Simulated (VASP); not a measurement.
# KI (Immm) in VASP: notebook

KI is run at these levels: PBE; tasks: single point.

All numbers are computed with VASP 6.6.1; they aren't measurements. Logs are shortened: lines on timing, memory, paths and dates and some standing lists are left out, and cuts for length are marked.

## 1. The cell of the first run

Symmetry: Immm, No. 71, orthorhombic system. The conventional cell has a = 4.960 Å, b = 5.009 Å, c = 7.049 Å, α = 90.00°, β = 90.00°, γ = 90.00°. Within 4.6 Å of K (site symmetry mmm) lie 6 I at 3.52 Å. Within 4.6 Å of I (site symmetry mmm) lie 6 K at 3.52 Å.

## 2. Single point, PBE (strain -0.0100 x Voigt [0, 0, 0, 0, 1, 0])

Input file INCAR:

```
PREC = Accurate ; ENCUT = 520
EDIFF = 1E-7 ; ISMEAR = 0
SIGMA = 0.05 ; LREAL = F
LASPH = T ; NELM = 100
ALGO = Normal ; ISIF = 2
LWAVE = F ; LCHARG = F
GGA = PE ; NBANDS = 15
```

Input file KPOINTS:

```
regular mesh
0
Gamma
  6 6 6
```

Input file POSCAR:

```
KI
1.0
   -0.0176227500      3.5245500000      3.5245500000
    3.5069272500      0.0000000000      3.5069272500
    3.5245500000      3.5245500000     -0.0176227500
K I
1 1
Direct
    0.0000000000      0.0000000000      0.0000000000
    0.5000000000      0.5000000000      0.5000000000
```

Potentials or basis: VASP PAW PBE potentials, release 64 (K_sv, I).

Started as:

```console
> cat potpaw_PBE.64/K_sv/POTCAR potpaw_PBE.64/I/POTCAR > POTCAR
> mpirun -np 1 vasp_std > vasp.out
```

OUTCAR:

```text
PREC = Accurate
   ENCUT = 520
   EDIFF = 1E-7
   ISMEAR = 0
   LREAL = F
   LASPH = T
   NELM = 100
   ISIF = 2
   GGA = PE

 ion  position               nearest neighbor table
   1  0.000  0.000  0.000-   2 3.52   2 3.52   2 3.52   2 3.52   2 3.52   2 3.52
   2  0.500  0.500  0.500-   1 3.52   1 3.52   1 3.52   1 3.52   1 3.52   1 3.52

  LATTYP: Found a body centered orthorhombic cell.
 ALAT       =     4.9595440792
 B/A-ratio  =     1.0100502513
 C/A-ratio  =     1.4213201632

  Lattice vectors:

 A1 = (   3.5245500000,  -3.5245500000,  -0.0176227500)
 A2 = (  -3.5245500000,  -3.5245500000,   0.0176227500)
 A3 = (   0.0176227500,   3.5245500000,  -3.5245500000)

Analysis of symmetry for initial positions (statically):
=====================================================================
 Subroutine PRICEL returns:
 Original cell was already a primitive cell.

 Routine SETGRP: Setting up the symmetry group for a
 body centered orthorhombic supercell.

 Subroutine GETGRP returns: Found  8 space group operations
 (whereof  8 operations were pure point group operations)
 out of a pool of  8 trial point group operations.

The static configuration has the point symmetry D_2h.

Analysis of symmetry for dynamics (positions and initial velocities):
=====================================================================
 Subroutine PRICEL returns:
 Original cell was already a primitive cell.

 Routine SETGRP: Setting up the symmetry group for a
 body centered orthorhombic supercell.

 Subroutine GETGRP returns: Found  8 space group operations
 (whereof  8 operations were pure point group operations)
 out of a pool of  8 trial point group operations.

The dynamic configuration has the point symmetry D_2h.

 Subroutine INISYM returns: Found  8 space group operations
 (whereof  8 operations are pure point group operations),
 and found     1 'primitive' translations

----------------------------------------------------------------------------------------

                                     Primitive cell

  volume of cell :      87.5649

  direct lattice vectors                    reciprocal lattice vectors
    -0.017622750  3.524550000  3.524550000    -0.141156300  0.141862082  0.141156300
     3.506927250  0.000000000  3.506927250     0.142574956 -0.141862082  0.142574956
     3.524550000  3.524550000 -0.017622750     0.141156300  0.141862082 -0.141156300

  length of vectors
     4.984497564  4.959544079  4.984497564     0.244898045  0.246536177  0.244898045

  position of ions in fractional coordinates (direct lattice)
[... 91 lines left out ...]
   NUPDOWN=      -1.0000    fix difference up-down
   EMIN   =  10.00;   EMAX   =-10.00  energy-range for DOS
   EFERMI =   0.00;   METHOD = LEGACY
   ISMEAR =     0;   SIGMA  =   0.05  broadening in eV -4-tet -1-fermi 0-gaus
   EFERMI_NEDOS =   21; number of points for ismear=-14 and -15
   IALGO  =     38    algorithm
   IMIX   =      4    mixing-type and parameters
     AMIX     =   0.40;   BMIX     =  1.00
     AMIX_MAG =   1.60;   BMIX_MAG =  1.00
  volume/ion in A,a.u.               =      43.78       295.46
  Fermi-wavevector in a.u.,A,eV,Ry     =   0.928977  1.755511 11.741794  0.862998
  Thomas-Fermi vector in A             =   2.055210
   LORBIT       =      0    0 simple, 1 ext, 2 COOP (PROOUT), +10 PAW based schemes
   GGA     = PE    functional components
   LHFCALC =     F    Hartree Fock is set to
   AEXX    =    0.0000 exact exchange contribution
   IVDW    =     0    specifies the selected vdW correction
   LEPSILON=     F    determine dielectric tensor
   LRPA    =     F    only Hartree local field effects (RPA)
 non-spin polarized calculation
 Gauss-broadening in eV      SIGMA  =   0.05
  energy-cutoff  :      520.00
  volume of cell :       87.56
 maximum number of plane-waves:      2389
 NGX is ok and might be reduce to    40
   NGX = 19   NGY = 19   NGZ = 19

 number of electron      15.9999999 magnetization

 Free energy of the ion-electron system (eV)
  ---------------------------------------------------
  ext. energy  EPLUGINS =         0.00000000
  ---------------------------------------------------
  free energy    TOTEN  =        -5.55370682 eV

  energy without entropy =       -5.55370682  energy(sigma->0) =       -5.55370682

 E-fermi :  -0.0651     XC(G=0):  -7.2050

 val. band max:       -0.3656857767   @ k =   0.0000   0.0000   0.0000
 cond. band min:       3.6002192517   @ k =   0.0000   0.0000   0.0000
 fundamental gap:      3.9659050284
 Fermi energy:        -0.0650734664

 k-point     1 :       0.0000    0.0000    0.0000
  band No.  band energies     occupation
      1     -28.8687      2.00000
      2     -12.3578      2.00000
      3     -12.3573      2.00000
      4     -12.3567      2.00000
      5     -10.8914      2.00000
      6      -0.3916      2.00000
      7      -0.3789      2.00000
      8      -0.3657      2.00000
      9       3.6002      0.00000
     10       6.0781      0.00000
     11       6.1153      0.00000
     12       6.1521      0.00000
     13       6.8368      0.00000
     14       6.8374      0.00000
[... 401 lines left out ...]
      2     -12.4760      2.00000
      3     -12.3717      2.00000
      4     -12.3604      2.00000
      5     -10.6476      2.00000
      6      -1.5069      2.00000
      7      -0.8305      2.00000
      8      -0.6966      2.00000
      9       5.4916      0.00000
     10       6.5898      0.00000
     11       7.0361      0.00000
     12       7.4475      0.00000
     13       8.1933      0.00000
     14       8.5840      0.00000
     15       9.3954      0.00000

 [... further k-points ...]

------------------------ aborting loop because EDIFF is reached ----------------------------------------

  FORCE on cell =-STRESS in cart. coord.  units (eV):
  Direction    XX          YY          ZZ          XY          YZ          ZX
  --------------------------------------------------------------------------------------
  -------------------------------------------------------------------------------------
  Total        0.3867921      0.3864725      0.3867921      0.0000000      0.0000000      0.0191748
  in kB        7.0771440      7.0712952      7.0771440      0.0000000      0.0000000      0.3508412
  external PRESSURE =       7.0751944 kB  Pullay stress =       0.0000000 kB

 VOLUME and BASIS-vectors are now :
 -----------------------------------------------------------------------------
  energy-cutoff  :      520.00
  volume of cell :       87.56
      direct lattice vectors                 reciprocal lattice vectors
    -0.017622750  3.524550000  3.524550000    -0.141156300  0.141862082  0.141156300
     3.506927250  0.000000000  3.506927250     0.142574956 -0.141862082  0.142574956
     3.524550000  3.524550000 -0.017622750     0.141156300  0.141862082 -0.141156300

 POSITION                                       TOTAL-FORCE (eV/Angst)
 -----------------------------------------------------------------------------------
      0.00000      0.00000      0.00000         0.000000     -0.000000     -0.000000
      3.50693      3.52455      3.50693        -0.000000      0.000000      0.000000
 -----------------------------------------------------------------------------------
    total drift:                                0.000000     -0.000000     -0.000000

  FREE ENERGIE OF THE ION-ELECTRON SYSTEM (eV)
  ---------------------------------------------------
  free  energy   TOTEN  =        -5.5537068184 eV

  energy  without entropy=       -5.5537068184  energy(sigma->0) =       -5.55370682
```

OSZICAR:

```text
N       E                     dE             d eps       ncg     rms          rms(c)
DAV:   1     0.906451358944E+02    0.90645E+02   -0.65219E+03  1380   0.910E+02
DAV:   2    -0.355479258681E-01   -0.90681E+02   -0.85012E+02  1761   0.213E+02
DAV:   3    -0.531233697498E+01   -0.52768E+01   -0.52550E+01  1914   0.452E+01
DAV:   4    -0.563140288045E+01   -0.31907E+00   -0.31897E+00  2278   0.919E+00
DAV:   5    -0.563330447595E+01   -0.19016E-02   -0.19016E-02  1934   0.808E-01    0.310E+00
DAV:   6    -0.555168795853E+01    0.81617E-01   -0.92849E-02  1786   0.178E+00    0.221E+00
DAV:   7    -0.554807286432E+01    0.36151E-02   -0.11252E-01  1863   0.170E+00    0.786E-01
DAV:   8    -0.555308738055E+01   -0.50145E-02   -0.12168E-02  1572   0.715E-01    0.131E-01
DAV:   9    -0.555353669337E+01   -0.44931E-03   -0.87487E-04  1912   0.174E-01    0.753E-02
DAV:  10    -0.555366212631E+01   -0.12543E-03   -0.12118E-04  1657   0.606E-02    0.203E-02
DAV:  11    -0.555370670997E+01   -0.44584E-04   -0.58106E-05  1632   0.443E-02    0.190E-02
DAV:  12    -0.555370651636E+01    0.19361E-06   -0.28438E-06  1870   0.130E-02    0.974E-03
DAV:  13    -0.555370666172E+01   -0.14536E-06   -0.47674E-07  1716   0.356E-03    0.339E-03
DAV:  14    -0.555370689361E+01   -0.23189E-06   -0.22574E-07  1870   0.232E-03    0.967E-04
DAV:  15    -0.555370679332E+01    0.10029E-06   -0.18845E-08  1397   0.985E-04    0.834E-04
DAV:  16    -0.555370681837E+01   -0.25055E-07   -0.31255E-09  1124   0.362E-04
   1 F= -.55537068E+01 E0= -.55537068E+01  d E =-.272006E-19
```

Run time: 2.7 min. Hardware: 1 thread of AMD EPYC 7R13, shared host; peak memory 0.23 GiB.

Results:

| Quantity | Value |
| --- | --- |
| Free energy | -5.5537 eV |
| Pressure | 0.7 GPa |
| Band gap on the k mesh | 3.97 eV |

Caveat: the cell differs from its parent crystal (strain -0.0100 x Voigt [0, 0, 0, 0, 1, 0]); spin-orbit coupling is left out, which moves the levels of the heavy elements.

## 3. Single point, PBE (strain +0.0050 x Voigt [0, 0, 0, 0, 1, 0])

Input file INCAR:

```
SYSTEM = KI
  PREC = Accurate
  ENCUT = 520
  EDIFF = 1E-6
  ISMEAR = 0
  SIGMA = 0.05
  LREAL = .False.
  LASPH = .True.
  NELM = 80
  ALGO = Normal
  ISIF = 2
  LWAVE = .False.
  LCHARG = .True.
  GGA = PE
  LELF = .True.
  LVHAR = .True.
  NBANDS = 15
```

Input file KPOINTS:

```
regular mesh
0
Gamma
  6 6 6
  0 0 0
```

Input file POSCAR:

```
KI
1.0
    0.0088113750      3.5245500000      3.5245500000
    3.5333613750      0.0000000000      3.5333613750
    3.5245500000      3.5245500000      0.0088113750
K I
1 1
Direct
    0.0000000000      0.0000000000      0.0000000000
    0.5000000000      0.5000000000      0.5000000000
```

Potentials or basis: VASP PAW PBE potentials, release 64 (K_sv, I).

Started as:

```console
> cat potpaw_PBE.64/K_sv/POTCAR potpaw_PBE.64/I/POTCAR > POTCAR
> mpirun -np 1 vasp_std > vasp.out
```

OUTCAR:

```text
SYSTEM = KI
   PREC = Accurate
   ENCUT = 520
   EDIFF = 1E-6
   ISMEAR = 0
   LREAL = .False.
   LASPH = .True.
   NELM = 80
   ISIF = 2
   GGA = PE

 ion  position               nearest neighbor table
   1  0.000  0.000  0.000-   2 3.52   2 3.52   2 3.52   2 3.52   2 3.52   2 3.52
   2  0.500  0.500  0.500-   1 3.52   1 3.52   1 3.52   1 3.52   1 3.52   1 3.52

  LATTYP: Found a body centered orthorhombic cell.
 ALAT       =     4.9720052452
 B/A-ratio  =     1.0050125313
 C/A-ratio  =     1.4177579573

  Lattice vectors:

 A1 = (   0.0088113750,  -3.5245500000,   3.5245500000)
 A2 = (  -0.0088113750,  -3.5245500000,  -3.5245500000)
 A3 = (   3.5245500000,   3.5245500000,   0.0088113750)

Analysis of symmetry for initial positions (statically):
=====================================================================
 Subroutine PRICEL returns:
 Original cell was already a primitive cell.

 Routine SETGRP: Setting up the symmetry group for a
 body centered orthorhombic supercell.

 Subroutine GETGRP returns: Found  8 space group operations
 (whereof  8 operations were pure point group operations)
 out of a pool of  8 trial point group operations.

The static configuration has the point symmetry D_2h.

Analysis of symmetry for dynamics (positions and initial velocities):
=====================================================================
 Subroutine PRICEL returns:
 Original cell was already a primitive cell.

 Routine SETGRP: Setting up the symmetry group for a
 body centered orthorhombic supercell.

 Subroutine GETGRP returns: Found  8 space group operations
 (whereof  8 operations were pure point group operations)
 out of a pool of  8 trial point group operations.

The dynamic configuration has the point symmetry D_2h.

 Subroutine INISYM returns: Found  8 space group operations
 (whereof  8 operations are pure point group operations),
 and found     1 'primitive' translations

----------------------------------------------------------------------------------------

                                     Primitive cell

  volume of cell :      87.5666

  direct lattice vectors                    reciprocal lattice vectors
     0.008811375  3.524550000  3.524550000    -0.142217626  0.141862082  0.142217626
     3.533361375  0.000000000  3.533361375     0.141508311 -0.141862082  0.141508311
     3.524550000  3.524550000  0.008811375     0.142217626  0.141862082 -0.142217626

  length of vectors
     4.984474199  4.996927577  4.984474199     0.246123051  0.245304004  0.246123051

  position of ions in fractional coordinates (direct lattice)
     0.000000000  0.000000000  0.000000000
     0.500000000  0.500000000  0.500000000

  ion indices of the primitive-cell ions
   primitive index   ion index
                 1           1
                 2           2

----------------------------------------------------------------------------------------

 KPOINTS: regular mesh

Automatic generation of k-mesh.
 Grid dimensions read from file:
 generate k-points for:    6    6    6

 Generating k-lattice:

  Cartesian coordinates                     Fractional coordinates (reciprocal lattice)
    -0.023702938  0.023643680  0.023702938     0.166666667  0.000000000  0.000000000
     0.023584718 -0.023643680  0.023584718     0.000000000  0.166666667  0.000000000
[... 43 lines left out ...]
   dimension x,y,z NGX =    40 NGY =   40 NGZ =   40
   dimension x,y,z NGXF=    80 NGYF=   80 NGZF=   80
   ions per type =               1   1
   NGX,Y,Z   is equivalent  to a cutoff of  13.34, 13.31, 13.34 a.u.
   NGXF,Y,Z  is equivalent  to a cutoff of  26.68, 26.62, 26.68 a.u.
 SYSTEM =  KI
   PREC   = accura    normal or accurate (medium, high low for compatibility)
   ISTART =      0    job   : 0-new  1-cont  2-samecut
   ICHARG =      2    charge: 1-file 2-atom 10-const
   ISPIN  =      1    spin polarized calculation?
   LNONCOLLINEAR =      F non collinear calculations
   LSORBIT =      F    spin-orbit coupling
   LASPH  =      T    aspherical Exc in radial PAW
   ENCUT  =  520.0 eV  38.22 Ry    6.18 a.u.   9.27  9.29  9.27*2*pi/ulx,y,z
   NELM   =     80;   NELMIN=  2; NELMDL= -5     # of ELM steps
   EDIFF  = 0.1E-05   stopping-criterion for ELM
   LREAL  =      F    real-space projection
   EDIFFG = 0.1E-04   stopping-criterion for IOM
   NSW    =      0    number of steps for IOM
   IBRION =     -1    ionic relax: 0-MD 1-quasi-New 2-CG
   NFREE  =      0    steps in history (QN), initial steepest desc. (CG)
   ISIF   =      2    stress and relaxation
   ISYM   =      2    0-nonsym 1-usesym 2-fastsym
   POTIM  = 0.5000    time-step for ionic-motion
   TEBEG  =    0.0;   TEEND  =   0.0 temperature during run
   PSTRESS=    0.0 pullay stress
   NELECT =      16.0000    total number of electrons
   NUPDOWN=      -1.0000    fix difference up-down
   EMIN   =  10.00;   EMAX   =-10.00  energy-range for DOS
   EFERMI =   0.00;   METHOD = LEGACY
   ISMEAR =     0;   SIGMA  =   0.05  broadening in eV -4-tet -1-fermi 0-gaus
   EFERMI_NEDOS =   21; number of points for ismear=-14 and -15
   IALGO  =     38    algorithm
   IMIX   =      4    mixing-type and parameters
     AMIX     =   0.40;   BMIX     =  1.00
     AMIX_MAG =   1.60;   BMIX_MAG =  1.00
  volume/ion in A,a.u.               =      43.78       295.46
  Fermi-wavevector in a.u.,A,eV,Ry     =   0.928971  1.755500 11.741647  0.862987
  Thomas-Fermi vector in A             =   2.055204
   LORBIT       =      0    0 simple, 1 ext, 2 COOP (PROOUT), +10 PAW based schemes
   GGA     = PE    functional components
   LHFCALC =     F    Hartree Fock is set to
   AEXX    =    0.0000 exact exchange contribution
   IVDW    =     0    specifies the selected vdW correction
   LEPSILON=     F    determine dielectric tensor
   LRPA    =     F    only Hartree local field effects (RPA)
 non-spin polarized calculation
 Gauss-broadening in eV      SIGMA  =   0.05
  energy-cutoff  :      520.00
  volume of cell :       87.57
 maximum number of plane-waves:      2405
 NGX is ok and might be reduce to    40
   NGX = 19   NGY = 19   NGZ = 19

 number of electron      15.9999999 magnetization

 Free energy of the ion-electron system (eV)
  ---------------------------------------------------
  ext. energy  EPLUGINS =         0.00000000
  ---------------------------------------------------
  free energy    TOTEN  =        -5.55378690 eV

  energy without entropy =       -5.55378690  energy(sigma->0) =       -5.55378690

 E-fermi :  -0.0668     XC(G=0):  -7.2054

 val. band max:       -0.3728818866   @ k =   0.0000   0.0000   0.0000
 cond. band min:       3.5995600427   @ k =   0.0000   0.0000   0.0000
 fundamental gap:      3.9724419293
 Fermi energy:        -0.0667797791

 k-point     1 :       0.0000    0.0000    0.0000
  band No.  band energies     occupation
      1     -28.8692      2.00000
      2     -12.3580      2.00000
      3     -12.3577      2.00000
      4     -12.3575      2.00000
      5     -10.8921      2.00000
      6      -0.3858      2.00000
      7      -0.3794      2.00000
      8      -0.3729      2.00000
      9       3.5996      0.00000
     10       6.0962      0.00000
     11       6.1147      0.00000
     12       6.1332      0.00000
     13       6.8366      0.00000
     14       6.8367      0.00000
[... 401 lines left out ...]
      2     -12.4772      2.00000
      3     -12.3724      2.00000
      4     -12.3598      2.00000
      5     -10.6471      2.00000
      6      -1.5081      2.00000
      7      -0.8281      2.00000
      8      -0.7215      2.00000
      9       5.4877      0.00000
     10       6.5831      0.00000
     11       7.0364      0.00000
     12       7.4124      0.00000
     13       8.2637      0.00000
     14       8.5320      0.00000
     15       9.4189      0.00000

 [... further k-points ...]

------------------------ aborting loop because EDIFF is reached ----------------------------------------

  FORCE on cell =-STRESS in cart. coord.  units (eV):
  Direction    XX          YY          ZZ          XY          YZ          ZX
  --------------------------------------------------------------------------------------
  -------------------------------------------------------------------------------------
  Total        0.3926997      0.3926012      0.3926997     -0.0000000      0.0000000     -0.0096038
  in kB        7.1851000      7.1832979      7.1851000     -0.0000000      0.0000000     -0.1757171
  external PRESSURE =       7.1844993 kB  Pullay stress =       0.0000000 kB

 VOLUME and BASIS-vectors are now :
 -----------------------------------------------------------------------------
  energy-cutoff  :      520.00
  volume of cell :       87.57
      direct lattice vectors                 reciprocal lattice vectors
     0.008811375  3.524550000  3.524550000    -0.142217626  0.141862082  0.142217626
     3.533361375  0.000000000  3.533361375     0.141508311 -0.141862082  0.141508311
     3.524550000  3.524550000  0.008811375     0.142217626  0.141862082 -0.142217626

 POSITION                                       TOTAL-FORCE (eV/Angst)
 -----------------------------------------------------------------------------------
      0.00000      0.00000      0.00000        -0.000000     -0.000000     -0.000000
      3.53336      3.52455      3.53336         0.000000      0.000000      0.000000
 -----------------------------------------------------------------------------------
    total drift:                                0.000000     -0.000000     -0.000000

  FREE ENERGIE OF THE ION-ELECTRON SYSTEM (eV)
  ---------------------------------------------------
  free  energy   TOTEN  =        -5.5537868958 eV

  energy  without entropy=       -5.5537868958  energy(sigma->0) =       -5.55378690
```

Run time: 2.2 min. Hardware: 1 thread of AMD EPYC 7R13, shared host; peak memory 0.23 GiB.

What came out:

* Free energy: -5.5538 eV
* Pressure: 0.7 GPa
* Band gap on the k mesh: 3.97 eV

Caveat: the cell differs from its parent crystal (strain +0.0050 x Voigt [0, 0, 0, 0, 1, 0]); spin-orbit coupling is left out, which moves the levels of the heavy elements.
